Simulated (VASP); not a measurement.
Set up this calculation in VASP 6.6.1, as the native input.

* Task: single point
* Functional: PBE
* Potentials or basis: VASP PAW PBE potentials, release 64 (Pb_d)
* Cutoff: 520 eV
* k mesh: 12 × 12 × 6
* Occupations: gaussian, width 0.1 eV
* Spin: no spin polarisation
* Dipole correction: no
* Further INCAR settings: ALGO = Fast; EDIFF = 1e-07; NBANDS = 21

The structure of Pb lies in POSCAR:

```
Pb
1.0
    3.0815023023     -1.7673716409     -0.0069714597
    3.0676047619      1.7432451028     -0.0102270548
   -2.1577380469      0.0027298275      6.1366248831
Pb
2
Direct
    0.0951118439      0.1111946177      0.2879648622
    0.9048881561      0.8888053823      0.7120351378
```

This cell differs from its parent crystal: atoms moved at random and the cell strained at random.

One way to write it, as run:

INCAR

```
ALGO     = Fast           # electronic algorithm
EDIFF    = 1E-7           # SCF threshold, eV
ENCUT    = 520            # plane-wave cutoff, eV
GGA      = PE             # functional
ISIF     = 2              # what is computed and relaxed
ISMEAR   = 0              # smearing method
LASPH    = True           # aspherical terms in the spheres
LCHARG   = False          # write CHGCAR
LREAL    = False          # projectors in reciprocal space
LWAVE    = False          # write WAVECAR
NBANDS   = 21             # bands
NELM     = 60             # most SCF steps
PREC     = Accurate       # precision mode
SIGMA    = 0.1            # smearing width, eV
```

KPOINTS

```
k-points
0
Gamma
  12 12 6
```

Potentials or basis: VASP PAW PBE potentials, release 64 (Pb_d).

The run is started by

```console
$ cat potpaw_PBE.64/Pb_d/POTCAR > POTCAR
$ mpirun -np 1 vasp_std > vasp.out
```

Results of the run:

```yaml
Pressure: 1.4 GPa
Largest_force: 0.458 eV/Å
Band_gap_on_the_k_mesh: zero (bands 14 and 15 overlap by 7.32 eV)
```

Caveat: the cell differs from its parent crystal (atoms moved at random and the cell strained at random); spin-orbit coupling is left out, which moves the levels of the heavy elements.

Run time: 5 min on 1 thread of Intel(R) Xeon(R) 6975P-C (Granite Rapids) (shared host), peak memory 0.56 GiB.
